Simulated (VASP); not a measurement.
# AlP (F-43m) in VASP: single point with HSE06

Aim: the single point of AlP with HSE06.

Program: VASP 6.6.1. These are calculated values, not measurements. Logs are shortened: lines on timing, memory, paths and dates and some standing lists are left out, and cuts for length are marked.

## (1) The cell of the first run

The structure is cubic, space group F-43m (No. 216). The conventional cell has a = 5.470 Å, b = 5.470 Å, c = 5.470 Å, α = 90.00°, β = 90.00°, γ = 90.00°. Within 3.1 Å of Al (site symmetry -43m) lie 4 P at 2.37 Å. Within 3.1 Å of P (site symmetry -43m) lie 4 Al at 2.37 Å.

## (2) Single point, HSE06

File POSCAR:

```
AlP
1.0
   10.9400000000      0.0000000000      0.0000000000
    0.0000000000     10.9400000000      0.0000000000
    0.0000000000      0.0000000000     10.9400000000
Al P
32 32
Direct
    0.0000000000      0.0000000000      0.0000000000
    0.0000000000      0.0000000000      0.5000000000
    0.0000000000      0.5000000000      0.0000000000
    0.0000000000      0.5000000000      0.5000000000
    0.5000000000      0.0000000000      0.0000000000
    0.5000000000      0.0000000000      0.5000000000
    0.5000000000      0.5000000000      0.0000000000
    0.5000000000      0.5000000000      0.5000000000
    0.2500000000      0.2500000000      0.0000000000
    0.2500000000      0.2500000000      0.5000000000
    0.2500000000      0.7500000000      0.0000000000
    0.2500000000      0.7500000000      0.5000000000
    0.7500000000      0.2500000000      0.0000000000
    0.7500000000      0.2500000000      0.5000000000
    0.7500000000      0.7500000000      0.0000000000
    0.7500000000      0.7500000000      0.5000000000
    0.2500000000      0.0000000000      0.2500000000
    0.2500000000      0.0000000000      0.7500000000
    0.2500000000      0.5000000000      0.2500000000
    0.2500000000      0.5000000000      0.7500000000
    0.7500000000      0.0000000000      0.2500000000
    0.7500000000      0.0000000000      0.7500000000
    0.7500000000      0.5000000000      0.2500000000
    0.7500000000      0.5000000000      0.7500000000
    0.0000000000      0.2500000000      0.2500000000
    0.0000000000      0.2500000000      0.7500000000
    0.0000000000      0.7500000000      0.2500000000
    0.0000000000      0.7500000000      0.7500000000
    0.5000000000      0.2500000000      0.2500000000
    0.5000000000      0.2500000000      0.7500000000
    0.5000000000      0.7500000000      0.2500000000
    0.5000000000      0.7500000000      0.7500000000
    0.1250000000      0.1250000000      0.1250000000
    0.1250000000      0.1250000000      0.6250000000
    0.1250000000      0.6250000000      0.1250000000
    0.1250000000      0.6250000000      0.6250000000
    0.6250000000      0.1250000000      0.1250000000
    0.6250000000      0.1250000000      0.6250000000
    0.6250000000      0.6250000000      0.1250000000
    0.6250000000      0.6250000000      0.6250000000
    0.3750000000      0.3750000000      0.1250000000
    0.3750000000      0.3750000000      0.6250000000
    0.3750000000      0.8750000000      0.1250000000
    0.3750000000      0.8750000000      0.6250000000
    0.8750000000      0.3750000000      0.1250000000
    0.8750000000      0.3750000000      0.6250000000
    0.8750000000      0.8750000000      0.1250000000
    0.8750000000      0.8750000000      0.6250000000
    0.3750000000      0.1250000000      0.3750000000
    0.3750000000      0.1250000000      0.8750000000
    0.3750000000      0.6250000000      0.3750000000
    0.3750000000      0.6250000000      0.8750000000
    0.8750000000      0.1250000000      0.3750000000
    0.8750000000      0.1250000000      0.8750000000
    0.8750000000      0.6250000000      0.3750000000
    0.8750000000      0.6250000000      0.8750000000
    0.1250000000      0.3750000000      0.3750000000
    0.1250000000      0.3750000000      0.8750000000
    0.1250000000      0.8750000000      0.3750000000
    0.1250000000      0.8750000000      0.8750000000
    0.6250000000      0.3750000000      0.3750000000
    0.6250000000      0.3750000000      0.8750000000
    0.6250000000      0.8750000000      0.3750000000
    0.6250000000      0.8750000000      0.8750000000
```

File INCAR.step1:

```
SYSTEM = AlP
ALGO     = Normal         ! electronic algorithm
EDIFF    = 1E-5           ! SCF threshold, eV
ENCUT    = 400            ! plane-wave cutoff, eV
GGA      = PE             ! functional
GGA_COMPAT= .FALSE.      
ISIF     = 2              ! what is computed and relaxed
ISMEAR   = -1             ! smearing method
LASPH    = .TRUE.         ! aspherical terms in the spheres
LCHARG   = .FALSE.        ! write CHGCAR
LREAL    = Auto         
LWAVE    = .TRUE.         ! write WAVECAR
NBANDS   = 166            ! bands
NELM     = 120            ! most SCF steps
PREC     = Accurate       ! precision mode
SIGMA    = 0.05           ! smearing width, eV
```

File INCAR.step2:

```
SYSTEM = AlP
ALGO     = Normal         ! electronic algorithm
EDIFF    = 1E-6           ! SCF threshold, eV
ENCUT    = 400            ! plane-wave cutoff, eV
GGA      = PE             ! functional
GGA_COMPAT= .FALSE.      
HFSCREEN = 0.2079         ! screening, 1/A
ISIF     = 2              ! what is computed and relaxed
ISMEAR   = -1             ! smearing method
ISTART   = 1            
LASPH    = .TRUE.         ! aspherical terms in the spheres
LCHARG   = .FALSE.        ! write CHGCAR
LHFCALC  = .TRUE.         ! exact exchange
LREAL    = Auto         
LWAVE    = .FALSE.        ! write WAVECAR
NBANDS   = 166            ! bands
NELM     = 120            ! most SCF steps
PREC     = Accurate       ! precision mode
PRECFOCK = Fast         
SIGMA    = 0.05           ! smearing width, eV
```

File KPOINTS:

```
k-points
0
G
  1 1 1
  0 0 0
```

Potentials or basis: VASP PAW PBE potentials, release 64 (Al, P).

Launch:

```console
cat potpaw_PBE.64/Al/POTCAR potpaw_PBE.64/P/POTCAR > POTCAR
cp INCAR.step1 INCAR
mpirun -np 1 vasp_gam > vasp.out
cp INCAR.step2 INCAR
mpirun -np 1 vasp_gam > vasp.out
```

OUTCAR:

```text
SYSTEM = AlP
   EDIFF = 1E-6
   ENCUT = 400
   GGA = PE
   HFSCREEN = 0.2079
   ISIF = 2
   ISMEAR = -1
   ISTART = 1
   LASPH = .TRUE.
   LHFCALC = .TRUE.
   LREAL = Auto
   NELM = 120
   PREC = Accurate
   PRECFOCK = Fast

 ion  position               nearest neighbor table
   1  0.000  0.000  0.000-  33 2.37  47 2.37  54 2.37  60 2.37
   2  0.000  0.000  0.500-  34 2.37  48 2.37  53 2.37  59 2.37
   3  0.000  0.500  0.000-  35 2.37  45 2.37  56 2.37  58 2.37
   4  0.000  0.500  0.500-  36 2.37  46 2.37  55 2.37  57 2.37
   5  0.500  0.000  0.000-  37 2.37  43 2.37  50 2.37  64 2.37
   6  0.500  0.000  0.500-  38 2.37  44 2.37  49 2.37  63 2.37
[... 56 lines left out ...]
  63  0.625  0.875  0.375-   6 2.37  16 2.37  21 2.37  31 2.37
  64  0.625  0.875  0.875-   5 2.37  15 2.37  22 2.37  32 2.37

  LATTYP: Found a simple cubic cell.
 ALAT       =    10.9400000000

  Lattice vectors:

 A1 = (  10.9400000000,   0.0000000000,   0.0000000000)
 A2 = (   0.0000000000,  10.9400000000,   0.0000000000)
 A3 = (   0.0000000000,   0.0000000000,  10.9400000000)

Analysis of symmetry for initial positions (statically):
=====================================================================
 Subroutine PRICEL returns following result:

  LATTYP: Found a face centered cubic cell.
 ALAT       =     5.4700000000

  Lattice vectors:

 A1 = (   2.7350000000,  -2.7350000000,   0.0000000000)
 A2 = (   2.7350000000,   0.0000000000,   2.7350000000)
 A3 = (   0.0000000000,  -2.7350000000,   2.7350000000)

  32 primitive cells build up your supercell.

 Routine SETGRP: Setting up the symmetry group for a
 simple cubic supercell.

 Subroutine GETGRP returns: Found 24 space group operations
 (whereof 24 operations were pure point group operations)
 out of a pool of 48 trial point group operations.

The static configuration has the point symmetry T_d .

Analysis of symmetry for dynamics (positions and initial velocities):
=====================================================================
 Subroutine PRICEL returns following result:

  LATTYP: Found a face centered cubic cell.
 ALAT       =     5.4700000000

  Lattice vectors:

 A1 = (   2.7350000000,  -2.7350000000,   0.0000000000)
 A2 = (   2.7350000000,   0.0000000000,   2.7350000000)
 A3 = (   0.0000000000,  -2.7350000000,   2.7350000000)

  32 primitive cells build up your supercell.

[... 94 lines left out ...]
   NELECT =     256.0000    total number of electrons
   NUPDOWN=      -1.0000    fix difference up-down
   EMIN   =  10.00;   EMAX   =-10.00  energy-range for DOS
   EFERMI =   0.00;   METHOD = LEGACY
   ISMEAR =    -1;   SIGMA  =   0.05  broadening in eV -4-tet -1-fermi 0-gaus
   EFERMI_NEDOS =   21; number of points for ismear=-14 and -15
   IALGO  =     38    algorithm
   IMIX   =      1    mixing-type and parameters
     AMIX     =   0.40;   BMIX     =  1.00
     AMIX_MAG =   1.60;   BMIX_MAG =  1.00
  volume/ion in A,a.u.               =      20.46       138.06
  Fermi-wavevector in a.u.,A,eV,Ry     =   0.950176  1.795573 12.283814  0.902835
  Thomas-Fermi vector in A             =   2.078528
   LORBIT       =      0    0 simple, 1 ext, 2 COOP (PROOUT), +10 PAW based schemes
   GGA     = PE    functional components
   LHFCALC =     T    Hartree Fock is set to
   PRECFOCK=fast      Normal, Fast or Accurate (Low or Medium for compatibility)
   ENCUT4O =  -1.0   cutoff for four orbital integrals eV
   NKREDX  =     1    reduce k-point grid by
   NKREDY  =     1    reduce k-point grid by
   NKREDZ  =     1    reduce k-point grid by
   AEXX    =    0.2500 exact exchange contribution
   HFSCREEN=    0.2079 screening length (either q_TF or 0.3 A-1)
   HFSCREENC=   0.2079 screening length for correlation (either q_TF or 0.3 A-1)
   ENCUTFOCK=  -1.0 apply spherical cutoff to Coloumb kernel
   IVDW    =     0    specifies the selected vdW correction
   LEPSILON=     F    determine dielectric tensor
   LRPA    =     F    only Hartree local field effects (RPA)
 non-spin polarized calculation
  energy-cutoff  :      400.00
  volume of cell :     1309.34
 maximum number of plane-waves:     11924
 NGX is ok and might be reduce to    70
  NGX = 36; NGY = 36; NGZ = 36

 number of electron     256.0000123 magnetization

 Free energy of the ion-electron system (eV)
  ---------------------------------------------------
  ext. energy  EPLUGINS =         0.00000000
  ---------------------------------------------------
  free energy    TOTEN  =      -381.50960268 eV

  energy without entropy =     -381.50960268  energy(sigma->0) =     -381.50960268

 E-fermi :   5.2069     XC(G=0):  -7.6551

 val. band max:        4.0664908369   @ k =   0.0000   0.0000   0.0000
 cond. band min:       6.3520047367   @ k =   0.0000   0.0000   0.0000
 fundamental gap:      2.2855138997
 Fermi energy:         5.2069011367

 k-point     1 :       0.0000    0.0000    0.0000
  band No.  band energies     occupation
      1      -8.6541      2.00000
      2      -7.6791      2.00000
      3      -7.6791      2.00000
      4      -7.6791      2.00000
      5      -7.6791      2.00000
      6      -7.6791      2.00000
[... 132 lines left out ...]
    139       7.7296      0.00000
    140       7.7296      0.00000
 [bands above 140 left out]

------------------------ aborting loop because EDIFF is reached ----------------------------------------

  FORCE on cell =-STRESS in cart. coord.  units (eV):
  Direction    XX          YY          ZZ          XY          YZ          ZX
  --------------------------------------------------------------------------------------
  -------------------------------------------------------------------------------------
  Total        3.0026325      3.0026325      3.0026325      0.0000000     -0.0000000      0.0000000
  in kB        3.6741832      3.6741832      3.6741832      0.0000000     -0.0000000      0.0000000
  external PRESSURE =       3.6741832 kB  Pullay stress =       0.0000000 kB

 VOLUME and BASIS-vectors are now :
 -----------------------------------------------------------------------------
  energy-cutoff  :      400.00
  volume of cell :     1309.34
      direct lattice vectors                 reciprocal lattice vectors
    10.940000000  0.000000000  0.000000000     0.091407678  0.000000000  0.000000000
     0.000000000 10.940000000  0.000000000     0.000000000  0.091407678  0.000000000
     0.000000000  0.000000000 10.940000000     0.000000000  0.000000000  0.091407678

 POSITION                                       TOTAL-FORCE (eV/Angst)
 -----------------------------------------------------------------------------------
      0.00000      0.00000      0.00000        -0.000000     -0.000000      0.000000
      0.00000      0.00000      5.47000        -0.000000      0.000000      0.000000
      0.00000      5.47000      0.00000        -0.000000      0.000000     -0.000000
      0.00000      5.47000      5.47000        -0.000000     -0.000000     -0.000000
      5.47000      0.00000      0.00000        -0.000000     -0.000000      0.000000
      5.47000      0.00000      5.47000        -0.000000     -0.000000      0.000000
[... 56 lines left out ...]
      6.83750      9.57250      4.10250         0.000000      0.000000     -0.000000
      6.83750      9.57250      9.57250         0.000000     -0.000000     -0.000000
 -----------------------------------------------------------------------------------
    total drift:                               -0.000037      0.000000     -0.000009

  FREE ENERGIE OF THE ION-ELECTRON SYSTEM (eV)
  ---------------------------------------------------
  free  energy   TOTEN  =      -381.5096026782 eV

  energy  without entropy=     -381.5096026765  energy(sigma->0) =     -381.50960268
```

Run time: 14 min. Hardware: 1 thread of Intel Xeon Platinum 8259CL at 2.50GHz (Skylake/Cascade Lake), shared host; peak memory 0.94 GiB.

What came out:

```
Free energy            : -381.5096 eV
Pressure               : 0.4 GPa
Band gap on the k mesh : 2.29 eV
```

Caveat: the k points lie up to 0.57 Å⁻¹ apart; the PAW data sets were made with another functional, which shifts forces and pressure a little; an odd mesh through Γ misses points on the zone boundary, where band edges can lie.
